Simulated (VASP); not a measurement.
A run of VASP 6.6.1 is set up as follows.

INCAR

```
  PREC = Accurate
  ENCUT = 520
  EDIFF = 1E-6
  ISMEAR = 0
  SIGMA = 0.15
  LREAL = False
  LASPH = True
  NELM = 80
  ALGO = Normal
  ISIF = 2
  LWAVE = False
  LCHARG = False
  GGA = PE
  NBANDS = 26
```

The input KPOINTS:

```
regular mesh
0
Gamma
  10 10 8
```

Contents of POSCAR:

```
HgTe
1.0
    2.6697866755     -3.8262267227      0.0000000000
    2.6697866755      3.8262267227      0.0000000000
    0.0000000000      0.0000000000      5.8781768394
Hg Te
2 2
Direct
    0.3319444959      0.6680555041      0.7500000000
    0.6680555041      0.3319444959      0.2500000000
    0.7707545029      0.2292454971      0.7500000000
    0.2292454971      0.7707545029      0.2500000000
```

Potentials or basis: VASP PAW PBE potentials, release 64 (Hg, Te).

Run with:

```bash
$ cat potpaw_PBE.64/Hg/POTCAR potpaw_PBE.64/Te/POTCAR > POTCAR
$ mpirun -np 1 vasp_std > vasp.out
```

(1) What does it give for the band gap on the k mesh?

(2) Predict the largest force.

(3) Predict the pressure.

Answers

(1) zero (bands 18 and 19 overlap by 2.09 eV).

(2) 0.515 eV/Å.

(3) 5.7 GPa.

Caveat: the cell differs from its parent crystal (strain -0.1000 x Voigt [1, -1, 0, 0, 0, 0]); the cell stands under pressure; spin-orbit coupling is left out, which moves the levels of the heavy elements.
